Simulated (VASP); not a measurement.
Set up this calculation in VASP 6.6.1, as the native input.

```
Task                   : relaxation of cell and atoms
Functional             : PBE
Potentials or basis    : VASP PAW PBE potentials, release 64 (Be, S)
Cutoff                 : 600 eV
k mesh                 : 8 × 8 × 8
Occupations            : gaussian, width 0.02 eV
Spin                   : no spin polarisation
Dipole correction      : no
Further INCAR settings : ALGO = Normal; EDIFF = 1e-07; IBRION = 2; EDIFFG = -0.005; NSW = 100; ISIF = 3
```

The structure of BeS lies in POSCAR:

```
BeS
1.0
    0.0000000000      2.4250000000      2.4250000000
    2.4250000000      0.0000000000      2.4250000000
    2.4250000000      2.4250000000      0.0000000000
Be S
1 1
Direct
    0.0000000000      0.0000000000      0.0000000000
    0.7500000000      0.7500000000      0.7500000000
```

One way to write it, as run:

INCAR

```
SYSTEM = BeS
PREC = Accurate
ENCUT = 600
EDIFF = 1E-7
ISMEAR = 0
SIGMA = 0.02
LREAL = .False.
LASPH = .True.
NELM = 100
ALGO = Normal
ISIF = 3
LWAVE = .False.
LCHARG = .False.
GGA = PE
IBRION = 2
NSW = 100
EDIFFG = -0.005
```

KPOINTS

```
Automatic mesh
0
Gamma
  8 8 8
  0 0 0
```

Potentials or basis: VASP PAW PBE potentials, release 64 (Be, S).

Command:

```bash
$ cat potpaw_PBE.64/Be/POTCAR potpaw_PBE.64/S/POTCAR > POTCAR
$ mpirun -np 1 vasp_std > vasp.out
```

It gave:

```
Relaxed volume                         : 14.50 Å³/atom
Relaxed cell                           : a = 3.448 Å, b = 3.448 Å, c = 3.448 Å, α = 60.00°, β = 60.00°, γ = 60.00°
Space group after relaxing (to 0.05 Å) : F-43m (No. 216)
Energy gained by relaxing              : 1.2 meV/atom
Ionic steps                            : 3
Pressure after relaxing                : 0.0 GPa
Band gap on the k mesh                 : 3.15 eV, indirect (least direct gap 5.68 eV)
```

Run time: 16 s on 1 thread of AMD EPYC 7R13 Processor (Zen 3), on a shared host, peak memory 0.12 GiB.
